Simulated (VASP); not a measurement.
# Ti (P6_3/mmc) in VASP: a series of runs

The runs below take Ti through single point, relaxation of cell and atoms, with LDA.

All numbers are computed with VASP 6.6.1; they aren't measurements. Logs are shortened: lines on timing, memory, paths and dates and some standing lists are left out, and cuts for length are marked.

### Step 1. The cell of the first run

It takes space group P6_3/mmc (No. 194, hexagonal). Conventional cell: a = 2.860 Å, b = 2.860 Å, c = 4.544 Å, α = 90.00°, β = 90.00°, γ = 120.00°. Ti (site symmetry -6m2) has 12 Ti at 2.81 to 2.86 Å within 3.7 Å.

### Step 2. Single point, LDA

Input file INCAR:

```
PREC = Accurate
ENCUT = 520
EDIFF = 1E-6
ISMEAR = 0
SIGMA = 0.05
LREAL = False
LASPH = True
NELM = 100
ALGO = Normal
ISIF = 2
LWAVE = False
LCHARG = False
NBANDS = 19
```

Input file KPOINTS:

```
Automatic mesh
0
Gamma
  9 9 5
```

Input file POSCAR:

```
Ti
1.0
    2.8599023557      0.0000000000      0.0000000000
   -1.4299511779      2.4767480924      0.0000000000
    0.0000000000      0.0000000000      4.5438767146
Ti
2
Direct
    0.3333333333      0.6666666667      0.2500000000
    0.6666666667      0.3333333333      0.7500000000
```

Potentials or basis: VASP PAW LDA potentials, release 64 (Ti_sv).

Started as:

```bash
$ cat potpaw_LDA.64/Ti_sv/POTCAR > POTCAR
$ mpirun -np 1 vasp_std > vasp.out
```

OUTCAR:

```text
PREC = Accurate
   ENCUT = 520
   EDIFF = 1E-6
   ISMEAR = 0
   LREAL = False
   LASPH = True
   NELM = 100
   ISIF = 2

 ion  position               nearest neighbor table
   1  0.333  0.667  0.250-   2 2.81   2 2.81   2 2.81   2 2.81   2 2.81   2 2.81
   2  0.667  0.333  0.750-   1 2.81   1 2.81   1 2.81   1 2.81   1 2.81   1 2.81

  LATTYP: Found a hexagonal cell.
 ALAT       =     2.8599023557
 C/A-ratio  =     1.5888223266

  Lattice vectors:

 A1 = (   2.8599023557,   0.0000000000,   0.0000000000)
 A2 = (  -1.4299511779,   2.4767480924,   0.0000000000)
 A3 = (   0.0000000000,   0.0000000000,   4.5438767146)

Analysis of symmetry for initial positions (statically):
=====================================================================
 Subroutine PRICEL returns:
 Original cell was already a primitive cell.

 Routine SETGRP: Setting up the symmetry group for a
 hexagonal supercell.

 Subroutine GETGRP returns: Found 24 space group operations
 (whereof 12 operations were pure point group operations)
 out of a pool of 24 trial point group operations.

The static configuration has the point symmetry D_3d.
 The point group associated with its full space group is D_6h.

Analysis of symmetry for dynamics (positions and initial velocities):
=====================================================================
 Subroutine PRICEL returns:
 Original cell was already a primitive cell.

 Routine SETGRP: Setting up the symmetry group for a
 hexagonal supercell.

 Subroutine GETGRP returns: Found 24 space group operations
 (whereof 12 operations were pure point group operations)
 out of a pool of 24 trial point group operations.

The dynamic configuration has the point symmetry D_3d.
 The point group associated with its full space group is D_6h.

 Subroutine INISYM returns: Found 24 space group operations
 (whereof 12 operations are pure point group operations),
 and found     1 'primitive' translations

----------------------------------------------------------------------------------------

                                     Primitive cell

  volume of cell :      32.1854

  direct lattice vectors                    reciprocal lattice vectors
     2.859902356  0.000000000  0.000000000     0.349662288  0.201877616  0.000000000
    -1.429951178  2.476748092  0.000000000     0.000000000  0.403755232  0.000000000
     0.000000000  0.000000000  4.543876715     0.000000000  0.000000000  0.220076394

  length of vectors
     2.859902356  2.859902356  4.543876715     0.403755232  0.403755232  0.220076394

  position of ions in fractional coordinates (direct lattice)
     0.333333333  0.666666667  0.250000000
     0.666666667  0.333333333  0.750000000

  ion indices of the primitive-cell ions
   primitive index   ion index
                 1           1
                 2           2

----------------------------------------------------------------------------------------

 KPOINTS: Automatic mesh

Automatic generation of k-mesh.
 Grid dimensions read from file:
 generate k-points for:    9    9    5

 Generating k-lattice:

  Cartesian coordinates                     Fractional coordinates (reciprocal lattice)
     0.038851365  0.022430846  0.000000000     0.111111111  0.000000000  0.000000000
     0.000000000  0.044861692  0.000000000     0.000000000  0.111111111  0.000000000
     0.000000000  0.000000000  0.044015279     0.000000000  0.000000000  0.200000000

  Length of vectors
     0.044861692  0.044861692  0.044015279

  Shift w.r.t. Gamma in fractional coordinates (k-lattice)
     0.000000000  0.000000000  0.000000000

 Subroutine IBZKPT returns following result:
 ===========================================

 Found     36 irreducible k-points:

 Following reciprocal coordinates:
            Coordinates               Weight
  0.000000  0.000000  0.000000      1.000000
  0.111111  0.000000  0.000000      6.000000
  0.222222  0.000000  0.000000      6.000000
  0.333333  0.000000  0.000000      6.000000
  0.444444  0.000000  0.000000      6.000000
  0.111111  0.111111  0.000000      6.000000
[... 16 lines left out ...]
  0.333333  0.222222  0.200000     24.000000
  0.333333  0.333333  0.200000      4.000000
 [... further k-points ...]
   k-points           NKPTS =     36   k-points in BZ     NKDIM =     36   number of bands    NBANDS=     19
   number of dos      NEDOS =    301   number of ions     NIONS =      2
   total plane-waves  NPLWV =  20736
   dimension x,y,z NGX =    24 NGY =   24 NGZ =   36
   dimension x,y,z NGXF=    48 NGYF=   48 NGZF=   72
   ions per type =               2
   NGX,Y,Z   is equivalent  to a cutoff of  13.95, 13.95, 13.17 a.u.
   NGXF,Y,Z  is equivalent  to a cutoff of  27.90, 27.90, 26.34 a.u.
 SYSTEM =  unknown system
   PREC   = accura    normal or accurate (medium, high low for compatibility)
   ISTART =      0    job   : 0-new  1-cont  2-samecut
   ICHARG =      2    charge: 1-file 2-atom 10-const
   ISPIN  =      1    spin polarized calculation?
   LNONCOLLINEAR =      F non collinear calculations
   LSORBIT =      F    spin-orbit coupling
   LASPH  =      T    aspherical Exc in radial PAW
   ENCUT  =  520.0 eV  38.22 Ry    6.18 a.u.   5.32  5.32  8.45*2*pi/ulx,y,z
   NELM   =    100;   NELMIN=  2; NELMDL= -5     # of ELM steps
   EDIFF  = 0.1E-05   stopping-criterion for ELM
   LREAL  =      F    real-space projection
   EDIFFG = 0.1E-04   stopping-criterion for IOM
   NSW    =      0    number of steps for IOM
   IBRION =     -1    ionic relax: 0-MD 1-quasi-New 2-CG
   NFREE  =      0    steps in history (QN), initial steepest desc. (CG)
   ISIF   =      2    stress and relaxation
   ISYM   =      2    0-nonsym 1-usesym 2-fastsym
   POTIM  = 0.5000    time-step for ionic-motion
   TEBEG  =    0.0;   TEEND  =   0.0 temperature during run
   PSTRESS=    0.0 pullay stress
   NELECT =      24.0000    total number of electrons
   NUPDOWN=      -1.0000    fix difference up-down
   EMIN   =  10.00;   EMAX   =-10.00  energy-range for DOS
   EFERMI =   0.00;   METHOD = LEGACY
   ISMEAR =     0;   SIGMA  =   0.05  broadening in eV -4-tet -1-fermi 0-gaus
   EFERMI_NEDOS =   21; number of points for ismear=-14 and -15
   IALGO  =     38    algorithm
   IMIX   =      4    mixing-type and parameters
     AMIX     =   0.40;   BMIX     =  1.00
     AMIX_MAG =   1.60;   BMIX_MAG =  1.00
  volume/ion in A,a.u.               =      16.09       108.60
  Fermi-wavevector in a.u.,A,eV,Ry     =   1.484541  2.805375 29.985343  2.203861
  Thomas-Fermi vector in A             =   2.598064
   LORBIT       =      0    0 simple, 1 ext, 2 COOP (PROOUT), +10 PAW based schemes
   GGA     = CA    functional components
   LHFCALC =     F    Hartree Fock is set to
   AEXX    =    0.0000 exact exchange contribution
   IVDW    =     0    specifies the selected vdW correction
   LEPSILON=     F    determine dielectric tensor
   LRPA    =     F    only Hartree local field effects (RPA)
 non-spin polarized calculation
 Gauss-broadening in eV      SIGMA  =   0.05
  energy-cutoff  :      520.00
  volume of cell :       32.19
 maximum number of plane-waves:       881
 NGX is ok and might be reduce to    24
   NGX = 11   NGY = 11   NGZ = 17

 number of electron      24.0000005 magnetization

 Free energy of the ion-electron system (eV)
  ---------------------------------------------------
  ext. energy  EPLUGINS =         0.00000000
  ---------------------------------------------------
  free energy    TOTEN  =       -17.10533228 eV

  energy without entropy =      -17.10224337  energy(sigma->0) =      -17.10378782

 E-fermi :   8.9800     XC(G=0): -12.1546

 val. band max:        8.9287524591   @ k =   0.0000   0.0000   0.4000
 cond. band min:       8.9911409702   @ k =   0.2222   0.2222   0.4000
 fundamental gap:      0.0623885111
 Fermi energy:         8.9799665241

 k-point     1 :       0.0000    0.0000    0.0000
  band No.  band energies     occupation
      1     -47.1266      2.00000
      2     -46.9325      2.00000
      3     -24.2024      2.00000
      4     -23.3632      2.00000
      5     -23.3632      2.00000
      6     -23.2751      2.00000
[... 11 lines left out ...]
     18      10.6511      0.00000
     19      12.3458      0.00000

 k-point     2 :       0.1111    0.0000    0.0000
  band No.  band energies     occupation
      1     -47.1094      2.00000
      2     -46.9256      2.00000
      3     -24.1671      2.00000
      4     -23.4365      2.00000
      5     -23.3872      2.00000
      6     -23.3106      2.00000
[... 11 lines left out ...]
     18      10.5013      0.00000
     19      12.4525      0.00000

 k-point     3 :       0.2222    0.0000    0.0000
  band No.  band energies     occupation
      1     -47.0641      2.00000
      2     -46.9096      2.00000
      3     -24.0699      2.00000
      4     -23.6239      2.00000
      5     -23.4948      2.00000
      6     -23.4450      2.00000
[... 11 lines left out ...]
     18      11.1563      0.00000
     19      12.6327      0.00000

 k-point     4 :       0.3333    0.0000    0.0000
  band No.  band energies     occupation
      1     -47.0076      2.00000
      2     -46.8959      2.00000
      3     -23.9372      2.00000
      4     -23.8387      2.00000
      5     -23.6933      2.00000
      6     -23.5072      2.00000
[... 11 lines left out ...]
     18      12.0145      0.00000
     19      12.7561      0.00000

 k-point     5 :       0.4444    0.0000    0.0000
  band No.  band energies     occupation
      1     -46.9640      2.00000
      2     -46.8933      2.00000
      3     -23.9789      2.00000
      4     -23.8193      2.00000
      5     -23.8180      2.00000
      6     -23.5464      2.00000
[... 11 lines left out ...]
     18      12.8097      0.00000
     19      13.2140      0.00000

 k-point     6 :       0.1111    0.1111    0.0000
  band No.  band energies     occupation
      1     -47.0781      2.00000
      2     -46.9142      2.00000
      3     -24.1007      2.00000
      4     -23.5450      2.00000
      5     -23.4929      2.00000
      6     -23.3832      2.00000
[... 11 lines left out ...]
     18      11.0451      0.00000
     19      12.5491      0.00000

 k-point     7 :       0.2222    0.1111    0.0000
  band No.  band energies     occupation
      1     -47.0269      2.00000
      2     -46.8995      2.00000
      3     -23.9847      2.00000
      4     -23.7301      2.00000
      5     -23.6503      2.00000
      6     -23.4749      2.00000
[... 11 lines left out ...]
     18      11.9680      0.00000
     19      12.6433      0.00000

 k-point     8 :       0.3333    0.1111    0.0000
  band No.  band energies     occupation
      1     -46.9753      2.00000
      2     -46.8928      2.00000
      3     -23.9066      2.00000
      4     -23.8524      2.00000
      5     -23.7683      2.00000
      6     -23.5595      2.00000
[... 256 lines left out ...]
 k-point    20 :       0.3333    0.1111    0.2000
  band No.  band energies     occupation
      1     -46.9675      2.00000
      2     -46.9007      2.00000
      3     -23.9949      2.00000
      4     -23.8556      2.00000
      5     -23.6998      2.00000
      6     -23.5485      2.00000
[... 11 lines left out ...]
     18      12.5092      0.00000
     19      13.1279      0.00000

 k-point    21 :       0.4444    0.1111    0.2000
  band No.  band energies     occupation
      1     -46.9449      2.00000
      2     -46.9000      2.00000
      3     -24.0353      2.00000
      4     -23.8954      2.00000
      5     -23.6953      2.00000
      6     -23.5531      2.00000
[... 11 lines left out ...]
     18      12.7420      0.00000
     19      13.7321      0.00000

 k-point    22 :       0.2222    0.2222    0.2000
  band No.  band energies     occupation
      1     -46.9714      2.00000
      2     -46.9010      2.00000
      3     -23.9452      2.00000
      4     -23.8481      2.00000
      5     -23.6560      2.00000
      6     -23.6013      2.00000
[... 11 lines left out ...]
     18      12.5543      0.00000
     19      13.2703      0.00000

 k-point    23 :       0.3333    0.2222    0.2000
  band No.  band energies     occupation
      1     -46.9362      2.00000
      2     -46.9008      2.00000
      3     -23.9530      2.00000
      4     -23.8697      2.00000
      5     -23.7275      2.00000
      6     -23.5937      2.00000
[... 11 lines left out ...]
     18      12.7210      0.00000
     19      14.4108      0.00000

 k-point    24 :       0.3333    0.3333    0.2000
  band No.  band energies     occupation
      1     -46.9123      2.00000
      2     -46.9123      2.00000
      3     -23.8529      2.00000
      4     -23.8529      2.00000
      5     -23.8486      2.00000
      6     -23.6053      2.00000
[... 11 lines left out ...]
     18      12.3178      0.00000
     19      16.0639      0.00000

 [... further k-points ...]
[... 5 lines left out ...]
  --------------------------------------------------------------------------------------
  -------------------------------------------------------------------------------------
  Total       -0.0218152     -0.0218152     -0.0082898      0.0000000     -0.0000000      0.0000000
  in kB       -1.0859498     -1.0859498     -0.4126618      0.0000000     -0.0000000      0.0000000
  external PRESSURE =      -0.8615205 kB  Pullay stress =       0.0000000 kB

 VOLUME and BASIS-vectors are now :
 -----------------------------------------------------------------------------
  energy-cutoff  :      520.00
  volume of cell :       32.19
      direct lattice vectors                 reciprocal lattice vectors
     2.859902356  0.000000000  0.000000000     0.349662288  0.201877616  0.000000000
    -1.429951178  2.476748092  0.000000000     0.000000000  0.403755232  0.000000000
     0.000000000  0.000000000  4.543876715     0.000000000  0.000000000  0.220076394

 POSITION                                       TOTAL-FORCE (eV/Angst)
 -----------------------------------------------------------------------------------
     -0.00000      1.65117      1.13597        -0.000000      0.000000      0.000000
      1.42995      0.82558      3.40791         0.000000      0.000000      0.000000
 -----------------------------------------------------------------------------------
    total drift:                               -0.000000      0.000000     -0.000000

  FREE ENERGIE OF THE ION-ELECTRON SYSTEM (eV)
  ---------------------------------------------------
  free  energy   TOTEN  =       -17.1053322791 eV

  energy  without entropy=      -17.1022433658  energy(sigma->0) =      -17.10378782
```

Wall time 13 s (1 thread of Intel Xeon Platinum 8488C (Sapphire Rapids), shared host); peak memory 0.14 GiB.

Results:

* Free energy: -17.1053 eV
* Pressure: -0.1 GPa
* Band gap on the k mesh: zero (band 12 reaches 9.71 eV, above the bottom of band 13 at 8.63 eV)

### Step 3. Relaxation of cell and atoms, LDA

This run uses another cell than the first one, of 17.64 Å³/atom, 1.096 times its volume.

Input file INCAR:

```
SYSTEM = Ti
PREC     = Accurate       ! precision mode
ENCUT    = 600            ! plane-wave cutoff, eV
EDIFF    = 1E-7           ! SCF threshold, eV
ISMEAR   = 0              ! smearing method
SIGMA    = 0.05           ! smearing width, eV
LREAL    = .FALSE.        ! projectors in reciprocal space
LASPH    = .TRUE.         ! aspherical terms in the spheres
NELM     = 60             ! most SCF steps
ALGO     = Normal         ! electronic algorithm
ISIF     = 3              ! what is computed and relaxed
LWAVE    = .FALSE.        ! write WAVECAR
LCHARG   = .FALSE.        ! write CHGCAR
IBRION   = 2              ! ionic algorithm
NSW      = 80             ! ionic steps
EDIFFG   = -0.02          ! ionic threshold
```

Input file KPOINTS:

```
regular mesh
0
G
  9 9 5
  0 0 0
```

Input file POSCAR:

```
Ti
1.0
    2.9500000000      0.0000000000      0.0000000000
   -1.4750000000      2.5547750000      0.0000000000
    0.0000000000      0.0000000000      4.6800000000
Ti
2
Direct
    0.3333333333      0.6666666667      0.2500000000
    0.6666666667      0.3333333333      0.7500000000
```

Potentials or basis: VASP PAW LDA potentials, release 64 (Ti_sv).

Started as:

```bash
$ cat potpaw_LDA.64/Ti_sv/POTCAR > POTCAR
$ mpirun -np 1 vasp_std > vasp.out
```

Wall time 60 s (1 thread of Intel Xeon Platinum 8488C (Sapphire Rapids), shared host); peak memory 0.15 GiB.

Results (log left out):

```yaml
Free_energy: -17.1058 eV
Relaxed_volume: 16.08 Å³/atom
Relaxed_cell: a = 2.860 Å, b = 2.860 Å, c = 4.540 Å, α = 90.00°, β = 90.00°, γ = 120.00°
Space_group_after_relaxing_to_0.05_Å: P6_3/mmc (No. 194)
Energy_gained_by_relaxing: 52.5 meV/atom
Ionic_steps: 5
Pressure_after_relaxing: -0.1 GPa
Band_gap_on_the_k_mesh: zero (band 12 reaches 9.71 eV, above the bottom of band 13 at 8.64 eV)
```

Stress tensor (GPa, compression positive):
```
-0.19  0.00  0.00
 0.00 -0.19  0.00
 0.00  0.00  0.02
```

The path:
```csv
step,energy change (eV),largest force (eV/Å),pressure (GPa),volume (Å³)
1,0.0000,0.0000,-9.99,35.27
2,-0.0384,0.0000,10.17,29.95
3,-0.1048,0.0000,-0.12,32.17
4,-0.1048,0.0000,0.13,32.11
5,-0.1049,0.0000,-0.12,32.17
```

Final structure:
```yaml
crystal:
  lattice:
    - [2.86035, 0.00000, 0.00000]
    - [-1.43017, 2.47713, 0.00000]
    - [0.00000, 0.00000, 4.53993]
  atoms:
    - { symbol: Ti, position: [0.33333, 0.66667, 0.25000] }
    - { symbol: Ti, position: [0.66667, 0.33333, 0.75000] }
```

Levels at points of the mesh, in eV from the Fermi level:
```
           k point  band 10  band 11  band 12  band 13  band 14  band 15
(0.00, 0.00, 0.00)    -2.93     0.73     0.73     0.85     1.03     1.28
```

LDA usually gives volumes a few per cent too small. Zero-point motion and thermal expansion aren't in these numbers.
